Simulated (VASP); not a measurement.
Write the native input for VASP 6.6.1 that does the following.

| Quantity | Value |
| --- | --- |
| Task | single point |
| Functional | PBE |
| Potentials or basis | VASP PAW PBE potentials, release 64 (Ru_pv) |
| Cutoff | 520 eV |
| k mesh | 17 × 17 × 15 |
| Occupations | fermi-dirac, width 0.05 eV |
| Spin | no spin polarisation |
| Dipole correction | no |
| Further INCAR settings | ALGO = Normal; EDIFF = 1e-06; NBANDS = 13 |

The structure of Ru lies in POSCAR:

```
Ru
1.0
    2.4119490111      0.0000000000      0.0000000000
   -1.2059745056      2.0888091163      0.0000000000
    0.0000000000      0.0000000000      2.2390415440
Ru
1
Direct
    0.0000000000      0.0000000000      0.0000000000
```

One way to write it, as run:

INCAR

```
  PREC = Accurate
  ENCUT = 520
  EDIFF = 1E-6
  ISMEAR = -1
  SIGMA = 0.05
  LREAL = F
  LASPH = T
  NELM = 60
  ALGO = Normal
  ISIF = 2
  LWAVE = F
  LCHARG = F
  GGA = PE
  NBANDS = 13
```

KPOINTS

```
regular mesh
0
Gamma
  17 17 15
```

Potentials or basis: VASP PAW PBE potentials, release 64 (Ru_pv).

Launch:

```bash
$ cat potpaw_PBE.64/Ru_pv/POTCAR > POTCAR
$ mpirun -np 1 vasp_std > vasp.out
```

Results of the run:

```json
{
  "Pressure": "139.8 GPa",
  "Band gap on the k mesh": "zero (band 7 reaches 20.29 eV, above the bottom of band 8 at 15.06 eV)"
}
```

Wall time 14 s on 1 thread of Intel(R) Xeon(R) Platinum 8488C (Sapphire Rapids) (shared host), peak memory 0.14 GiB.
